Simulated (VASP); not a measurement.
# Mg3Te2O (P-4m2) in VASP: single point with PBE

Aim: the single point of Mg3Te2O with PBE.

Program: VASP 6.6.1. These are calculated values, not measurements. Logs are shortened: lines on timing, memory, paths and dates and some standing lists are left out, and cuts for length are marked.

## 1. The cell of the first run

Symmetry: P-4m2, No. 115, tetragonal system. The conventional cell has a = 3.825 Å, b = 3.825 Å, c = 10.658 Å, α = 90.00°, β = 90.00°, γ = 90.00°. Within 3.6 Å of Mg (site symmetry 2mm) lie 2 Te at 2.76 Å and 1 Mg at 2.80 Å and 4 O at 3.04 Å. Within 3.6 Å of Mg (site symmetry -4m2) lie 4 Te at 2.72 Å. Te (site symmetry 2mm) has 4 Mg at 2.72 to 2.76 Å within 3.6 Å. O (site symmetry -4m2) has 8 Mg at 3.04 Å and 4 O at 3.83 Å and 4 Te at 3.89 Å within 4.0 Å.

## 2. Single point, PBE

INCAR

```
SYSTEM = Mg3Te2O
PREC = Accurate ; ENCUT = 600
EDIFF = 1E-6 ; ISMEAR = 0
SIGMA = 0.15 ; LREAL = .FALSE.
LASPH = .TRUE. ; NELM = 120
ALGO = Normal ; ISIF = 2
LWAVE = .FALSE. ; LCHARG = .TRUE.
GGA = PE ; LELF = .TRUE.
LVHAR = .TRUE. ; NBANDS = 21
GGA_COMPAT = .FALSE.
```

KPOINTS

```
Automatic mesh
0
G
  3 3 2
  0 0 0
```

POSCAR

```
Mg3Te2O
1.0
    3.8253058100      0.0000000000      0.0000000000
    0.0000000000      3.8253058100      0.0000000000
    0.0000000000      0.0000000000     10.6576751717
Mg Te O
3 2 1
Direct
    0.0000000000      0.0000000000      0.3688678820
    0.0000000000      0.0000000000      0.6311321180
    0.5000000000      0.5000000000      0.0000000000
    0.5000000000      0.0000000000      0.1820218474
    0.0000000000      0.5000000000      0.8179781526
    0.5000000000      0.5000000000      0.5000000000
```

Potentials or basis: VASP PAW PBE potentials, release 64 (Mg, Te, O).

Started as:

```
> cat potpaw_PBE.64/Mg/POTCAR potpaw_PBE.64/Te/POTCAR potpaw_PBE.64/O/POTCAR > POTCAR
> mpirun -np 1 vasp_std > vasp.out
```

OUTCAR:

```text
SYSTEM = Mg3Te2O
   PREC = Accurate
   ENCUT = 600
   EDIFF = 1E-6
   ISMEAR = 0
   LREAL = .FALSE.
   LASPH = .TRUE.
   NELM = 120
   ISIF = 2
   GGA = PE

 ion  position               nearest neighbor table
   1  0.000  0.000  0.369-   4 2.76   4 2.76   2 2.80
   2  0.000  0.000  0.631-   5 2.76   5 2.76   1 2.80
   3  0.500  0.500  0.000-   4 2.72   5 2.72   4 2.72   5 2.72
   4  0.500  0.000  0.182-   3 2.72   3 2.72   1 2.76   1 2.76
   5  0.000  0.500  0.818-   3 2.72   3 2.72   2 2.76   2 2.76
   6  0.500  0.500  0.500-

  LATTYP: Found a simple tetragonal cell.
 ALAT       =     3.8253058100
 C/A-ratio  =     2.7860975569

  Lattice vectors:

 A1 = (   3.8253058100,   0.0000000000,   0.0000000000)
 A2 = (   0.0000000000,   3.8253058100,   0.0000000000)
 A3 = (   0.0000000000,   0.0000000000,  10.6576751717)

Analysis of symmetry for initial positions (statically):
=====================================================================
 Subroutine PRICEL returns:
 Original cell was already a primitive cell.

 Routine SETGRP: Setting up the symmetry group for a
 simple tetragonal supercell.

 Subroutine GETGRP returns: Found  8 space group operations
 (whereof  8 operations were pure point group operations)
 out of a pool of 16 trial point group operations.

The static configuration has the point symmetry D_2d.

Analysis of symmetry for dynamics (positions and initial velocities):
=====================================================================
 Subroutine PRICEL returns:
 Original cell was already a primitive cell.

 Routine SETGRP: Setting up the symmetry group for a
 simple tetragonal supercell.

 Subroutine GETGRP returns: Found  8 space group operations
 (whereof  8 operations were pure point group operations)
 out of a pool of 16 trial point group operations.

The dynamic configuration has the point symmetry D_2d.

 Subroutine INISYM returns: Found  8 space group operations
 (whereof  8 operations are pure point group operations),
 and found     1 'primitive' translations

----------------------------------------------------------------------------------------

                                     Primitive cell

  volume of cell :     155.9534

  direct lattice vectors                    reciprocal lattice vectors
     3.825305810  0.000000000  0.000000000     0.261417008  0.000000000  0.000000000
     0.000000000  3.825305810  0.000000000     0.000000000  0.261417008  0.000000000
     0.000000000  0.000000000 10.657675172     0.000000000  0.000000000  0.093829093

  length of vectors
     3.825305810  3.825305810 10.657675172     0.261417008  0.261417008  0.093829093

  position of ions in fractional coordinates (direct lattice)
     0.000000000  0.000000000  0.368867882
     0.000000000  0.000000000  0.631132118
     0.500000000  0.500000000  0.000000000
     0.500000000  0.000000000  0.182021847
     0.000000000  0.500000000  0.817978153
     0.500000000  0.500000000  0.500000000

  ion indices of the primitive-cell ions
   primitive index   ion index
                 1           1
                 2           2
                 3           3
                 4           4
                 5           5
                 6           6

----------------------------------------------------------------------------------------

 KPOINTS: Automatic mesh

Automatic generation of k-mesh.
 Grid dimensions read from file:
 generate k-points for:    3    3    2

 Generating k-lattice:

  Cartesian coordinates                     Fractional coordinates (reciprocal lattice)
     0.087139003  0.000000000  0.000000000     0.333333333  0.000000000  0.000000000
     0.000000000  0.087139003  0.000000000     0.000000000  0.333333333  0.000000000
     0.000000000  0.000000000  0.046914547     0.000000000  0.000000000  0.500000000

  Length of vectors
     0.087139003  0.087139003  0.046914547

  Shift w.r.t. Gamma in fractional coordinates (k-lattice)
     0.000000000  0.000000000  0.000000000

 Subroutine IBZKPT returns following result:
 ===========================================

 Found      6 irreducible k-points:

 Following reciprocal coordinates:
            Coordinates               Weight
  0.000000  0.000000  0.000000      1.000000
  0.333333  0.000000  0.000000      4.000000
  0.333333  0.333333  0.000000      4.000000
  0.000000  0.000000  0.500000      1.000000
  0.333333  0.000000  0.500000      4.000000
  0.333333  0.333333  0.500000      4.000000
   k-points           NKPTS =      6   k-points in BZ     NKDIM =      6   number of bands    NBANDS=     21
   number of dos      NEDOS =    301   number of ions     NIONS =      6
   total plane-waves  NPLWV =  92160
   dimension x,y,z NGX =    32 NGY =   32 NGZ =   90
   dimension x,y,z NGXF=    64 NGYF=   64 NGZF=  180
   ions per type =               3   2   1
   NGX,Y,Z   is equivalent  to a cutoff of  13.91, 13.91, 14.04 a.u.
   NGXF,Y,Z  is equivalent  to a cutoff of  27.81, 27.81, 28.08 a.u.
 SYSTEM =  Mg3Te2O
   PREC   = accura    normal or accurate (medium, high low for compatibility)
   ISTART =      0    job   : 0-new  1-cont  2-samecut
   ICHARG =      2    charge: 1-file 2-atom 10-const
   ISPIN  =      1    spin polarized calculation?
   LNONCOLLINEAR =      F non collinear calculations
   LSORBIT =      F    spin-orbit coupling
   LASPH  =      T    aspherical Exc in radial PAW
   ENCUT  =  600.0 eV  44.10 Ry    6.64 a.u.   7.64  7.64 21.29*2*pi/ulx,y,z
   NELM   =    120;   NELMIN=  2; NELMDL= -5     # of ELM steps
   EDIFF  = 0.1E-05   stopping-criterion for ELM
   LREAL  =      F    real-space projection
   EDIFFG = 0.1E-04   stopping-criterion for IOM
   NSW    =      0    number of steps for IOM
   IBRION =     -1    ionic relax: 0-MD 1-quasi-New 2-CG
   NFREE  =      0    steps in history (QN), initial steepest desc. (CG)
   ISIF   =      2    stress and relaxation
   ISYM   =      2    0-nonsym 1-usesym 2-fastsym
   POTIM  = 0.5000    time-step for ionic-motion
   TEBEG  =    0.0;   TEEND  =   0.0 temperature during run
   PSTRESS=    0.0 pullay stress
   NELECT =      24.0000    total number of electrons
   NUPDOWN=      -1.0000    fix difference up-down
   EMIN   =  10.00;   EMAX   =-10.00  energy-range for DOS
   EFERMI =   0.00;   METHOD = LEGACY
   ISMEAR =     0;   SIGMA  =   0.15  broadening in eV -4-tet -1-fermi 0-gaus
   EFERMI_NEDOS =   21; number of points for ismear=-14 and -15
   IALGO  =     38    algorithm
   IMIX   =      4    mixing-type and parameters
     AMIX     =   0.40;   BMIX     =  1.00
     AMIX_MAG =   1.60;   BMIX_MAG =  1.00
  volume/ion in A,a.u.               =      25.99       175.40
  Fermi-wavevector in a.u.,A,eV,Ry     =   0.877298  1.657852 10.471740  0.769651
  Thomas-Fermi vector in A             =   1.997227
   LORBIT       =      0    0 simple, 1 ext, 2 COOP (PROOUT), +10 PAW based schemes
   GGA     = PE    functional components
   LHFCALC =     F    Hartree Fock is set to
   AEXX    =    0.0000 exact exchange contribution
   IVDW    =     0    specifies the selected vdW correction
   LEPSILON=     F    determine dielectric tensor
   LRPA    =     F    only Hartree local field effects (RPA)
 non-spin polarized calculation
 Gauss-broadening in eV      SIGMA  =   0.15
  energy-cutoff  :      600.00
  volume of cell :      155.95
 maximum number of plane-waves:      5237
 NGX is ok and might be reduce to    30
   NGX = 15   NGY = 15   NGZ = 43

 number of electron      24.0000005 magnetization

 Free energy of the ion-electron system (eV)
  ---------------------------------------------------
  ext. energy  EPLUGINS =         0.00000000
  ---------------------------------------------------
  free energy    TOTEN  =       -17.82724018 eV

  energy without entropy =      -17.79644182  energy(sigma->0) =      -17.81184100

 E-fermi :   3.4755     XC(G=0):  -8.4139

 val. band max:        3.4109188553   @ k =   0.3333   0.0000   0.5000
 cond. band min:       3.9132939063   @ k =   0.3333   0.0000   0.5000
 fundamental gap:      0.5023750511
 Fermi energy:         3.4754688990

 k-point     1 :       0.0000    0.0000    0.0000
  band No.  band energies     occupation
      1     -12.7302      2.00000
      2      -8.2722      2.00000
      3      -7.9569      2.00000
      4      -1.6909      2.00000
      5      -0.4502      2.00000
      6       1.7443      2.00000
[... 13 lines left out ...]
     20       9.1872      0.00000
     21       9.1872      0.00000

 k-point     2 :       0.3333    0.0000    0.0000
  band No.  band energies     occupation
      1     -12.6731      2.00000
      2      -7.7280      2.00000
      3      -7.5322      2.00000
      4      -1.1884      2.00000
      5      -0.6139      2.00000
      6      -0.3752      2.00000
[... 13 lines left out ...]
     20       9.3125      0.00000
     21       9.6588      0.00000

 k-point     3 :       0.3333    0.3333    0.0000
  band No.  band energies     occupation
      1     -12.6249      2.00000
      2      -7.2171      2.00000
      3      -7.0969      2.00000
      4      -0.5781      2.00000
      5      -0.0593      2.00000
      6      -0.0506      2.00000
[... 13 lines left out ...]
     20       8.4750      0.00000
     21       8.9917      0.00000

 k-point     4 :       0.0000    0.0000    0.5000
  band No.  band energies     occupation
      1     -12.7302      2.00000
      2      -8.2792      2.00000
      3      -7.9487      2.00000
      4      -1.7062      2.00000
      5      -0.4409      2.00000
      6       1.5830      2.00000
[... 13 lines left out ...]
     20       9.0473      0.00000
     21       9.2278      0.00000

 k-point     5 :       0.3333    0.0000    0.5000
  band No.  band energies     occupation
      1     -12.6731      2.00000
      2      -7.7306      2.00000
      3      -7.5294      2.00000
      4      -1.0492      2.00000
      5      -0.9096      2.00000
      6      -0.1325      2.00000
[... 13 lines left out ...]
     20       9.2137      0.00000
     21       9.9125      0.00000

 k-point     6 :       0.3333    0.3333    0.5000
  band No.  band energies     occupation
      1     -12.6249      2.00000
      2      -7.2179      2.00000
      3      -7.0961      2.00000
      4      -0.4556      2.00000
      5      -0.3838      2.00000
      6       0.1318      2.00000
[... 13 lines left out ...]
     20       8.5114      0.00000
     21       8.9167      0.00000

------------------------ aborting loop because EDIFF is reached ----------------------------------------

  FORCE on cell =-STRESS in cart. coord.  units (eV):
  Direction    XX          YY          ZZ          XY          YZ          ZX
  --------------------------------------------------------------------------------------
  -------------------------------------------------------------------------------------
  Total        0.1046430      0.1046430      0.4631734      0.0000000      0.0000000      0.0000000
  in kB        1.0750434      1.0750434      4.7583835      0.0000000      0.0000000      0.0000000
  external PRESSURE =       2.3028234 kB  Pullay stress =       0.0000000 kB

 VOLUME and BASIS-vectors are now :
 -----------------------------------------------------------------------------
  energy-cutoff  :      600.00
  volume of cell :      155.95
      direct lattice vectors                 reciprocal lattice vectors
     3.825305810  0.000000000  0.000000000     0.261417008  0.000000000  0.000000000
     0.000000000  3.825305810  0.000000000     0.000000000  0.261417008  0.000000000
     0.000000000  0.000000000 10.657675172     0.000000000  0.000000000  0.093829093

 POSITION                                       TOTAL-FORCE (eV/Angst)
 -----------------------------------------------------------------------------------
      0.00000      0.00000      3.93127        -0.000000     -0.000000     -0.034298
      0.00000      0.00000      6.72640        -0.000000      0.000000      0.034298
      1.91265      1.91265      0.00000        -0.000000     -0.000000      0.000000
      1.91265      0.00000      1.93993         0.000000     -0.000000     -0.016966
      0.00000      1.91265      8.71775         0.000000     -0.000000      0.016966
      1.91265      1.91265      5.32884        -0.000000     -0.000000      0.000000
 -----------------------------------------------------------------------------------
    total drift:                                0.000000      0.000000      0.000000

  FREE ENERGIE OF THE ION-ELECTRON SYSTEM (eV)
  ---------------------------------------------------
  free  energy   TOTEN  =       -17.8272401770 eV

  energy  without entropy=      -17.7964418205  energy(sigma->0) =      -17.81184100
```

Wall time 75 s (1 thread of AMD EPYC 7R13, shared host); peak memory 0.27 GiB.

Results:

| Property | Result |
| --- | --- |
| Free energy | -17.8272 eV |
| Pressure | 0.2 GPa |
| Largest force | 0.034 eV/Å |
| Band gap on the k mesh | zero (band 12 reaches 3.41 eV, above the bottom of band 13 at 3.04 eV) |

Forces in eV/Å, atoms in the order of the input:
```
Mg   0.000  0.000 -0.034
Mg   0.000  0.000  0.034
Mg   0.000  0.000  0.000
Te   0.000  0.000 -0.017
Te   0.000  0.000  0.017
O    0.000  0.000  0.000
```

Caveat: the k points lie up to 0.55 Å⁻¹ apart; spin-orbit coupling is left out, which moves the levels of the heavy elements.
